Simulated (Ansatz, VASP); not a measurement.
# C in VASP and in Ansatz

```
C
1.0
     1.78340   -1.78340    0.00000
     1.78340    0.00000   -1.78340
     9.51159    5.94461    5.94461
C
12
Cartesian
  4.3101 0.7433 0.7433
  0.7433 0.7433 0.7433
  4.3101 2.5267 2.5267
  7.8769 4.3101 4.3101
  7.8769 2.5267 2.5267
  7.8769 6.0935 6.0935
  5.2018 1.6350 1.6350
  5.2018 -0.1484 -0.1484
  5.2018 3.4184 3.4184
  8.7686 5.2018 5.2018
  5.2018 5.2018 5.2018
  1.6350 -0.1484 -0.1484
```

Alike in both runs: task single point; functional PBE; k mesh 10 × 10 × 2; occupations gaussian, width 0.05 eV; no spin polarisation.

|  | VASP | Ansatz |
| --- | --- | --- |
| version | VASP 6.6.1 | Ansatz 0.2.0 |
| potentials or method | VASP PAW PBE potentials, release 64 (C), cutoff 520 eV | scalar-relativistic, plane waves, PAW |
| valence electrons in the cell | 48 | 48 |

|  | VASP | Ansatz | Ansatz less VASP |
| --- | --- | --- | --- |
| gap on the k mesh at the Fermi level (eV) | none | none | - |
| pressure (GPa) | 3.1 | 2.4 | -0.67 |
| traceless stress, the component that is largest in VASP (GPa) | 8.64 | 8.68 | +0.032 |
| rms of the force components (eV/Å) | 0.816 | 0.822 | +0.0057 |

Atom by atom the forces differ by 0.006 eV/Å (rms over components). A gap of «none» marks a metal or a gap that the smearing closes. The functional is the same, so the differences come from potentials, cutoffs and numerics.
